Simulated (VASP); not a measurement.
Mg2Sn: single point with r2SCAN

Crystal: Mg2Sn.

```xyz
3
Lattice="0.0000 3.4134 3.4134 3.4134 0.0000 3.4134 3.4134 3.4134 0.0000" Properties=species:S:1:pos:R:3 pbc="T T T"
Sn    0.0000    0.0000    0.0000
Mg    1.7067    1.7067    1.7067
Mg    5.1201    5.1201    5.1201
```

This cell differs from its parent crystal: volume changed by +3%.

```
Program             : VASP 6.6.1
Task                : single point
Functional          : r2SCAN
Potentials or basis : VASP PAW PBE potentials, release 64 (Sn_d, Mg)
Cutoff              : 660 eV
k mesh              : 6 × 6 × 6
Occupations         : fermi-dirac, width 0.02 eV
Spin                : no spin polarisation
```

```yaml
Pressure: -1.5 GPa
Band_gap_on_the_k_mesh: 0.12 eV, indirect (least direct gap 1.83 eV)
```

Levels at points of the mesh, in eV from the valence-band top:
```tsv
k point	band 7	band 8	band 9	band 10	band 11	band 12
(0.00, 0.00, 0.00)	0.00	0.00	0.00	1.83	2.35	2.35
(0.50, 0.00, 0.00)	-4.86	-0.86	-0.86	1.00	2.46	2.46
(0.50, 0.50, 0.00)	-4.64	-2.16	-2.16	0.12	0.44	7.74
```

It took 75 s on 1 thread of AMD EPYC 9R45 96-Core Processor (Zen 5), with other jobs on the host, peak memory 0.24 GiB.

Caveat: the PAW data sets were made with another functional, which shifts forces and pressure a little; spin-orbit coupling is left out, which moves the levels of the heavy elements. A k mesh can miss the band edges.
